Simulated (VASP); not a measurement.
Write the native input for VASP 6.6.1 that does the following.

* Task: single point
* Functional: r2SCAN
* Potentials or basis: VASP PAW PBE potentials, release 64 (Be, Te)
* Cutoff: 520 eV
* k mesh: 10 × 10 × 10
* Occupations: fermi-dirac, width 0.1 eV
* Spin: no spin polarisation
* Dipole correction: no
* Further INCAR settings: ALGO = Normal; EDIFF = 1e-06; NBANDS = 11

BeTe:

```
CELL_PARAMETERS angstrom
0.00000 2.82841 2.82841
2.82841 0.00000 2.82841
2.82841 2.82841 0.00000
ATOMIC_POSITIONS crystal
Be 0.00000 0.00000 0.00000
Te 0.75000 0.75000 0.75000
```

The input as run:

POSCAR

```
BeTe
1.0
    0.0000000000      2.8284140812      2.8284140812
    2.8284140812      0.0000000000      2.8284140812
    2.8284140812      2.8284140812      0.0000000000
Be Te
1 1
Direct
    0.0000000000      0.0000000000      0.0000000000
    0.7500000000      0.7500000000      0.7500000000
```

INCAR.step1

```
SYSTEM = BeTe
ALGO = Normal
EDIFF = 1E-4
ENCUT = 520
GGA = PE
ISMEAR = -1
LASPH = .True.
LCHARG = .False.
LREAL = .False.
LWAVE = .True.
NBANDS = 11
NELM = 80
PREC = Accurate
SIGMA = 0.1
```

INCAR.step2

```
SYSTEM = BeTe
ALGO = Normal
EDIFF = 1E-6
ENCUT = 520
ISIF = 2
ISMEAR = -1
ISTART = 1
LASPH = .True.
LCHARG = .False.
LMIXTAU = .True.
LREAL = .False.
LWAVE = .False.
METAGGA = R2SCAN
NBANDS = 11
NELM = 80
PREC = Accurate
SIGMA = 0.1
```

KPOINTS

```
k-points
0
Gamma
  10 10 10
  0 0 0
```

Potentials or basis: VASP PAW PBE potentials, release 64 (Be, Te).

Command:

```sh
$ cat potpaw_PBE.64/Be/POTCAR potpaw_PBE.64/Te/POTCAR > POTCAR
$ cp INCAR.step1 INCAR
$ mpirun -np 1 vasp_std > vasp.out
$ cp INCAR.step2 INCAR
$ mpirun -np 1 vasp_std > vasp.out
```

It gave:

| Item | Value |
| --- | --- |
| Pressure | 0.2 GPa |
| Band gap on the k mesh | 2.37 eV (least direct gap 4.03 eV) |

Caveat: the PAW data sets were made with another functional, which shifts forces and pressure a little; spin-orbit coupling is left out, which moves the levels of the heavy elements.

Run time: 51 s on 1 thread of Intel(R) Xeon(R) Platinum 8488C (Sapphire Rapids), on a shared host, peak memory 0.18 GiB.
